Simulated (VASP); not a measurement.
# Ti2W (P4/nmm) in VASP: a series of runs

Ti2W is run at these levels: PBE; tasks: single point, relaxation of cell and atoms.

All numbers are computed with VASP 6.6.1; they aren't measurements. Logs are shortened: lines on timing, memory, paths and dates and some standing lists are left out, and cuts for length are marked.

### 1 The cell of the first run

Symmetry: P4/nmm, No. 129, tetragonal system. Conventional cell: a = 3.737 Å, b = 3.737 Å, c = 7.474 Å, α = 90.00°, β = 90.00°, γ = 90.00°. Within 3.5 Å of Ti (site symmetry -4m2) lie 8 Ti at 2.64 to 3.31 Å and 4 W at 2.73 Å. Ti (site symmetry 4mm) has 5 W at 2.75 to 2.76 Å and 12 Ti at 3.31 to 3.74 Å within 3.8 Å. Within 3.8 Å of W (site symmetry 4mm) lie 9 Ti at 2.73 to 2.76 Å and 4 W at 3.74 Å.

### 2 Single point, PBE

The input, INCAR:

```
SYSTEM = Ti2W
PREC = Accurate
ENCUT = 520
EDIFF = 1E-6
ISMEAR = 0
SIGMA = 0.1
LREAL = .False.
LASPH = .True.
NELM = 60
ALGO = Normal
ISIF = 2
LWAVE = .False.
LCHARG = .False.
GGA = PE
NBANDS = 47
```

The input, KPOINTS:

```
regular mesh
0
Gamma
  4 4 4
  0 0 0
```

The input, POSCAR:

```
Ti2W
1.0
    3.7367460848      0.0000000000      0.0000000000
    0.0000000000      3.7367460848      0.0000000000
    0.0000000000      0.0000000000      7.4743993595
Ti W
4 2
Direct
    0.0000000000      0.0000000000      0.0000000000
    0.5000000000      0.5000000000      0.0000000000
    0.0000000000      0.5000000000      0.3654180730
    0.5000000000      0.0000000000      0.6345819270
    0.0000000000      0.5000000000      0.7344201419
    0.5000000000      0.0000000000      0.2655798581
```

Potentials or basis: VASP PAW PBE potentials, release 64 (Ti_sv, W_sv).

Launch:

```console
$ cat potpaw_PBE.64/Ti_sv/POTCAR potpaw_PBE.64/W_sv/POTCAR > POTCAR
$ mpirun -np 1 vasp_std > vasp.out
```

OUTCAR:

```text
SYSTEM = Ti2W
   PREC = Accurate
   ENCUT = 520
   EDIFF = 1E-6
   ISMEAR = 0
   LREAL = .False.
   LASPH = .True.
   NELM = 60
   ISIF = 2
   GGA = PE

 ion  position               nearest neighbor table
   1  0.000  0.000  0.000-   2 2.64   2 2.64   2 2.64   2 2.64   5 2.73   6 2.73   6 2.73   5 2.73

   2  0.500  0.500  0.000-   1 2.64   1 2.64   1 2.64   1 2.64   6 2.73   6 2.73   5 2.73   5 2.73

   3  0.000  0.500  0.365-   6 2.75   6 2.75   6 2.75   6 2.75   5 2.76
   4  0.500  0.000  0.635-   5 2.75   5 2.75   5 2.75   5 2.75   6 2.76
   5  0.000  0.500  0.734-   1 2.73   2 2.73   1 2.73   2 2.73   4 2.75   4 2.75   4 2.75   4 2.75
                             3 2.76
   6  0.500  0.000  0.266-   1 2.73   2 2.73   2 2.73   1 2.73   3 2.75   3 2.75   3 2.75   3 2.75
                             4 2.76

  LATTYP: Found a simple tetragonal cell.
 ALAT       =     3.7367460848
 C/A-ratio  =     2.0002427754

  Lattice vectors:

 A1 = (   3.7367460848,   0.0000000000,   0.0000000000)
 A2 = (   0.0000000000,   3.7367460848,   0.0000000000)
 A3 = (   0.0000000000,   0.0000000000,   7.4743993595)

Analysis of symmetry for initial positions (statically):
=====================================================================
 Subroutine PRICEL returns:
 Original cell was already a primitive cell.

 Routine SETGRP: Setting up the symmetry group for a
 simple tetragonal supercell.

 Subroutine GETGRP returns: Found 16 space group operations
 (whereof  8 operations were pure point group operations)
 out of a pool of 16 trial point group operations.

The static configuration has the point symmetry D_2d.
 The point group associated with its full space group is D_4h.

Analysis of symmetry for dynamics (positions and initial velocities):
=====================================================================
 Subroutine PRICEL returns:
 Original cell was already a primitive cell.

 Routine SETGRP: Setting up the symmetry group for a
 simple tetragonal supercell.

 Subroutine GETGRP returns: Found 16 space group operations
 (whereof  8 operations were pure point group operations)
 out of a pool of 16 trial point group operations.

The dynamic configuration has the point symmetry D_2d.
 The point group associated with its full space group is D_4h.

 Subroutine INISYM returns: Found 16 space group operations
 (whereof  8 operations are pure point group operations),
 and found     1 'primitive' translations

----------------------------------------------------------------------------------------

                                     Primitive cell

  volume of cell :     104.3671

  direct lattice vectors                    reciprocal lattice vectors
     3.736746085  0.000000000  0.000000000     0.267612510  0.000000000  0.000000000
     0.000000000  3.736746085  0.000000000     0.000000000  0.267612510  0.000000000
     0.000000000  0.000000000  7.474399359     0.000000000  0.000000000  0.133790015

  length of vectors
     3.736746085  3.736746085  7.474399359     0.267612510  0.267612510  0.133790015

  position of ions in fractional coordinates (direct lattice)
     0.000000000  0.000000000  0.000000000
     0.500000000  0.500000000  0.000000000
     0.000000000  0.500000000  0.365418073
     0.500000000  0.000000000  0.634581927
     0.000000000  0.500000000  0.734420142
     0.500000000  0.000000000  0.265579858

  ion indices of the primitive-cell ions
   primitive index   ion index
                 1           1
                 2           2
                 3           3
                 4           4
                 5           5
                 6           6

----------------------------------------------------------------------------------------

 KPOINTS: regular mesh

Automatic generation of k-mesh.
 Grid dimensions read from file:
 generate k-points for:    4    4    4

 Generating k-lattice:

  Cartesian coordinates                     Fractional coordinates (reciprocal lattice)
     0.066903128  0.000000000  0.000000000     0.250000000  0.000000000  0.000000000
     0.000000000  0.066903128  0.000000000     0.000000000  0.250000000  0.000000000
     0.000000000  0.000000000  0.033447504     0.000000000  0.000000000  0.250000000

  Length of vectors
     0.066903128  0.066903128  0.033447504

  Shift w.r.t. Gamma in fractional coordinates (k-lattice)
     0.000000000  0.000000000  0.000000000

 Subroutine IBZKPT returns following result:
 ===========================================

 Found     18 irreducible k-points:

 Following reciprocal coordinates:
            Coordinates               Weight
  0.000000  0.000000  0.000000      1.000000
  0.250000  0.000000  0.000000      4.000000
  0.500000  0.000000  0.000000      2.000000
  0.250000  0.250000  0.000000      4.000000
  0.500000  0.250000  0.000000      4.000000
  0.500000  0.500000  0.000000      1.000000
[... 10 lines left out ...]
  0.500000  0.250000  0.500000      4.000000
  0.500000  0.500000  0.500000      1.000000
   k-points           NKPTS =     18   k-points in BZ     NKDIM =     18   number of bands    NBANDS=     47
   number of dos      NEDOS =    301   number of ions     NIONS =      6
   total plane-waves  NPLWV =  43904
   dimension x,y,z NGX =    28 NGY =   28 NGZ =   56
   dimension x,y,z NGXF=    56 NGYF=   56 NGZF=  112
   ions per type =               4   2
   NGX,Y,Z   is equivalent  to a cutoff of  12.46, 12.46, 12.46 a.u.
   NGXF,Y,Z  is equivalent  to a cutoff of  24.91, 24.91, 24.91 a.u.
 SYSTEM =  Ti2W
   PREC   = accura    normal or accurate (medium, high low for compatibility)
   ISTART =      0    job   : 0-new  1-cont  2-samecut
   ICHARG =      2    charge: 1-file 2-atom 10-const
   ISPIN  =      1    spin polarized calculation?
   LNONCOLLINEAR =      F non collinear calculations
   LSORBIT =      F    spin-orbit coupling
   LASPH  =      T    aspherical Exc in radial PAW
   ENCUT  =  520.0 eV  38.22 Ry    6.18 a.u.   6.95  6.95 13.90*2*pi/ulx,y,z
   NELM   =     60;   NELMIN=  2; NELMDL= -5     # of ELM steps
   EDIFF  = 0.1E-05   stopping-criterion for ELM
   LREAL  =      F    real-space projection
   EDIFFG = 0.1E-04   stopping-criterion for IOM
   NSW    =      0    number of steps for IOM
   IBRION =     -1    ionic relax: 0-MD 1-quasi-New 2-CG
   NFREE  =      0    steps in history (QN), initial steepest desc. (CG)
   ISIF   =      2    stress and relaxation
   ISYM   =      2    0-nonsym 1-usesym 2-fastsym
   POTIM  = 0.5000    time-step for ionic-motion
   TEBEG  =    0.0;   TEEND  =   0.0 temperature during run
   PSTRESS=    0.0 pullay stress
   NELECT =      76.0000    total number of electrons
   NUPDOWN=      -1.0000    fix difference up-down
   EMIN   =  10.00;   EMAX   =-10.00  energy-range for DOS
   EFERMI =   0.00;   METHOD = LEGACY
   ISMEAR =     0;   SIGMA  =   0.10  broadening in eV -4-tet -1-fermi 0-gaus
   EFERMI_NEDOS =   21; number of points for ismear=-14 and -15
   IALGO  =     38    algorithm
   IMIX   =      4    mixing-type and parameters
     AMIX     =   0.40;   BMIX     =  1.00
     AMIX_MAG =   1.60;   BMIX_MAG =  1.00
  volume/ion in A,a.u.               =      17.39       117.38
  Fermi-wavevector in a.u.,A,eV,Ry     =   1.472849  2.783281 29.514900  2.169284
  Thomas-Fermi vector in A             =   2.587814
   LORBIT       =      0    0 simple, 1 ext, 2 COOP (PROOUT), +10 PAW based schemes
   GGA     = PE    functional components
   LHFCALC =     F    Hartree Fock is set to
   AEXX    =    0.0000 exact exchange contribution
   IVDW    =     0    specifies the selected vdW correction
   LEPSILON=     F    determine dielectric tensor
   LRPA    =     F    only Hartree local field effects (RPA)
 non-spin polarized calculation
 Gauss-broadening in eV      SIGMA  =   0.10
  energy-cutoff  :      520.00
  volume of cell :      104.37
 maximum number of plane-waves:      2840
 NGX is ok and might be reduce to    28
   NGX = 13   NGY = 13   NGZ = 27

 number of electron      75.9999981 magnetization

 Free energy of the ion-electron system (eV)
  ---------------------------------------------------
  ext. energy  EPLUGINS =         0.00000000
  ---------------------------------------------------
  free energy    TOTEN  =       -55.04926216 eV

  energy without entropy =      -55.00664747  energy(sigma->0) =      -55.02795482

 E-fermi :   8.7069     XC(G=0): -11.9720

 val. band max:        8.6921635402   @ k =   0.5000   0.0000   0.5000
 cond. band min:       8.7191533969   @ k =   0.5000   0.0000   0.2500
 fundamental gap:      0.0269898567
 Fermi energy:         8.7069215373

 k-point     1 :       0.0000    0.0000    0.0000
  band No.  band energies     occupation
      1     -64.7252      2.00000
      2     -64.7250      2.00000
      3     -48.0757      2.00000
      4     -48.0596      2.00000
      5     -47.9968      2.00000
      6     -47.7593      2.00000
[... 39 lines left out ...]
     46      10.3790      0.00000
     47      11.7858      0.00000

 k-point     2 :       0.2500    0.0000    0.0000
  band No.  band energies     occupation
      1     -64.7247      2.00000
      2     -64.7246      2.00000
      3     -48.0728      2.00000
      4     -48.0615      2.00000
      5     -47.9620      2.00000
      6     -47.7940      2.00000
[... 39 lines left out ...]
     46      10.8786      0.00000
     47      10.9458      0.00000

 k-point     3 :       0.5000    0.0000    0.0000
  band No.  band energies     occupation
      1     -64.7242      2.00000
      2     -64.7242      2.00000
      3     -48.0667      2.00000
      4     -48.0667      2.00000
      5     -47.8779      2.00000
      6     -47.8779      2.00000
[... 739 lines left out ...]
     46      10.0982      0.00000
     47      10.6549      0.00000

 k-point    18 :       0.5000    0.5000    0.5000
  band No.  band energies     occupation
      1     -64.7235      2.00000
      2     -64.7235      2.00000
      3     -48.0646      2.00000
      4     -48.0646      2.00000
      5     -47.8759      2.00000
      6     -47.8759      2.00000
[... 39 lines left out ...]
     46       9.8616      0.00000
     47       9.9543      0.00000

------------------------ aborting loop because EDIFF is reached ----------------------------------------

  FORCE on cell =-STRESS in cart. coord.  units (eV):
  Direction    XX          YY          ZZ          XY          YZ          ZX
  --------------------------------------------------------------------------------------
  -------------------------------------------------------------------------------------
  Total       -0.0245410     -0.0245410     -0.0234639      0.0000000      0.0000000      0.0000000
  in kB       -0.3767379     -0.3767379     -0.3602035      0.0000000      0.0000000      0.0000000
  external PRESSURE =      -0.3712264 kB  Pullay stress =       0.0000000 kB

 VOLUME and BASIS-vectors are now :
 -----------------------------------------------------------------------------
  energy-cutoff  :      520.00
  volume of cell :      104.37
      direct lattice vectors                 reciprocal lattice vectors
     3.736746085  0.000000000  0.000000000     0.267612510  0.000000000  0.000000000
     0.000000000  3.736746085  0.000000000     0.000000000  0.267612510  0.000000000
     0.000000000  0.000000000  7.474399359     0.000000000  0.000000000  0.133790015

 POSITION                                       TOTAL-FORCE (eV/Angst)
 -----------------------------------------------------------------------------------
      0.00000      0.00000      0.00000         0.000000      0.000000      0.000000
      1.86837      1.86837      0.00000         0.000000     -0.000000      0.000000
      0.00000      1.86837      2.73128        -0.000000      0.000000      0.039542
      1.86837      0.00000      4.74312         0.000000      0.000000     -0.039542
      0.00000      1.86837      5.48935        -0.000000      0.000000      0.040529
      1.86837      0.00000      1.98505         0.000000      0.000000     -0.040529
 -----------------------------------------------------------------------------------
    total drift:                                0.000000      0.000000      0.000000

  FREE ENERGIE OF THE ION-ELECTRON SYSTEM (eV)
  ---------------------------------------------------
  free  energy   TOTEN  =       -55.0492621607 eV

  energy  without entropy=      -55.0066474696  energy(sigma->0) =      -55.02795482
```

Run time: 43 s. Hardware: 1 thread of Intel Xeon 6975P-C (Granite Rapids), shared host; peak memory 0.23 GiB.

What came out:

* Free energy: -55.0493 eV
* Pressure: 0.0 GPa
* Largest force: 0.041 eV/Å
* Band gap on the k mesh: zero (bands 38 and 39 overlap by 0.81 eV)

Forces on the atoms (eV/Å):
```
Ti   0.000  0.000  0.000
Ti   0.000  0.000  0.000
Ti   0.000  0.000  0.040
Ti   0.000  0.000 -0.040
W    0.000  0.000  0.041
W    0.000  0.000 -0.041
```

Levels at points of the mesh, in eV from the Fermi level:
| k point | band 35 | band 36 | band 37 | band 38 | band 39 | band 40 | band 41 | band 42 |
| --- | --- | --- | --- | --- | --- | --- | --- | --- |
| (0.00, 0.00, 0.00) | -1.12 | -1.04 | -1.04 | -0.66 | -0.14 | 0.70 | 1.26 | 1.26 |
| (0.50, 0.00, 0.00) | -1.40 | -1.40 | 0.04 | 0.04 | 0.36 | 0.36 | 0.60 | 0.60 |
| (0.50, 0.50, 0.00) | -0.46 | -0.46 | -0.29 | -0.29 | 0.09 | 0.09 | 0.17 | 0.17 |
| (0.00, 0.00, 0.50) | -1.02 | -0.83 | -0.37 | -0.10 | -0.10 | 0.18 | 1.05 | 1.05 |
| (0.50, 0.00, 0.50) | -1.13 | -1.13 | -0.01 | -0.01 | 0.42 | 0.42 | 0.49 | 0.49 |
| (0.50, 0.50, 0.50) | -0.38 | -0.38 | 0.45 | 0.45 | 0.54 | 0.54 | 0.61 | 0.61 |

Caveat: the k points lie up to 0.42 Å⁻¹ apart, too coarse for converged energies and pressures of a metal; spin-orbit coupling is left out, which moves the levels of the heavy elements.

### 3 Single point, PBE

This run uses another cell than the first one, of 17.45 Å³/atom.

The input, INCAR:

```
SYSTEM = Ti2W
ALGO = Fast
EDIFF = 1E-6
ENCUT = 520
GGA = PE
ISIF = 2
ISMEAR = 0
LASPH = .True.
LCHARG = .False.
LREAL = .False.
LWAVE = .False.
NBANDS = 47
NELM = 100
PREC = Accurate
SIGMA = 0.1
```

The input, KPOINTS:

```
k-points
0
Gamma
  6 6 4
  0 0 0
```

The input, POSCAR:

```
Ti2W
1.0
    3.7327545623      0.0000000000      0.0000000000
    0.0000000000      3.7327545623      0.0000000000
    0.0000000000      0.0000000000      7.5152439524
Ti W
4 2
Direct
    0.0000000000      0.0000000000      0.0000000000
    0.5000000000      0.5000000000      0.0000000000
    0.0000000000      0.5000000000      0.3663287126
    0.5000000000      0.0000000000      0.6336712874
    0.0000000000      0.5000000000      0.7378497352
    0.5000000000      0.0000000000      0.2621502648
```

Potentials or basis: VASP PAW PBE potentials, release 64 (Ti_sv, W_sv).

Launch:

```console
$ cat potpaw_PBE.64/Ti_sv/POTCAR potpaw_PBE.64/W_sv/POTCAR > POTCAR
$ mpirun -np 1 vasp_std > vasp.out
```

Run time: 3.1 min. Hardware: 1 thread of Intel Xeon 6975P-C (Granite Rapids), shared host; peak memory 0.27 GiB.

It converged, with:

- Free energy: -55.0786 eV
- Pressure: -0.2 GPa
- Largest force: 0.025 eV/Å
- Band gap on the k mesh: zero (bands 38 and 39 overlap by 0.87 eV)

Forces on the atoms (eV/Å):
```
Ti   0.000  0.000  0.000
Ti   0.000  0.000  0.000
Ti   0.000  0.000 -0.025
Ti   0.000  0.000  0.025
W    0.000  0.000  0.010
W    0.000  0.000 -0.010
```

Stress tensor (GPa, compression positive):
```
-0.23  0.00  0.00
 0.00 -0.23  0.00
 0.00  0.00 -0.01
```

Levels at points of the mesh, in eV from the Fermi level:
| k point | band 34 | band 35 | band 36 | band 37 | band 38 | band 39 | band 40 | band 41 | band 42 | band 43 |
| --- | --- | --- | --- | --- | --- | --- | --- | --- | --- | --- |
| (0.00, 0.00, 0.00) | -1.80 | -1.04 | -0.96 | -0.96 | -0.63 | -0.20 | 0.76 | 1.22 | 1.22 | 1.25 |
| (0.50, 0.00, 0.00) | -1.44 | -1.42 | -1.42 | 0.02 | 0.02 | 0.36 | 0.36 | 0.60 | 0.60 | 1.59 |
| (0.50, 0.50, 0.00) | -0.47 | -0.44 | -0.44 | -0.32 | -0.32 | 0.12 | 0.12 | 0.13 | 0.13 | 1.19 |
| (0.00, 0.00, 0.50) | -1.44 | -1.08 | -0.85 | -0.33 | -0.12 | -0.12 | 0.25 | 1.04 | 1.04 | 1.32 |
| (0.50, 0.00, 0.50) | -1.69 | -1.14 | -1.14 | -0.01 | -0.01 | 0.41 | 0.41 | 0.50 | 0.50 | 1.56 |
| (0.50, 0.50, 0.50) | -0.51 | -0.41 | -0.41 | 0.45 | 0.45 | 0.55 | 0.55 | 0.56 | 0.56 | 0.65 |

Caveat: spin-orbit coupling is left out, which moves the levels of the heavy elements.

(Part 1 of 2 ends here.)
